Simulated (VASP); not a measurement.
The system is Co.

```
Co
1.0
     2.48736    0.00000    0.00000
    -1.24368    2.15412    0.00000
     0.00000    0.00000    4.06329
Co
2
Direct
  0.33333 0.66667 0.74014
  0.66667 0.33333 0.25986
```

Base run:

| Quantity | Value |
| --- | --- |
| Program | VASP 6.6.1 |
| Functional | PBEsol |
| Potentials or basis | VASP PAW PBE potentials, release 64 (Co) |
| Cutoff | 520 eV |
| k mesh | 12 × 12 × 7 |
| Occupations | fermi-dirac, width 0.05 eV |
| Spin | collinear spin, ferrimagnetic start |
| Starting moments | [2.0, -1.0] μB |

Its results: band gap on the k mesh zero (filled and empty bands overlap); pressure -17.0 GPa; largest force 0.528 eV/Å.

Question: The run is repeated on the same cell with these changes: spin from collinear spin, ferrimagnetic start to no spin polarisation; further incar settings from ALGO = Normal; EDIFF = 1e-06; NBANDS = 20 to ALGO = Normal; EDIFF = 1e-07; NBANDS = 16. What comes out?

Answer: Band gap on the k mesh zero (bands 9 and 10 overlap by 1.31 eV); pressure -21.3 GPa; largest force 0.523 eV/Å.

Caveats: the cell stands under tension; the PAW data sets were made with another functional, which shifts forces and pressure a little.
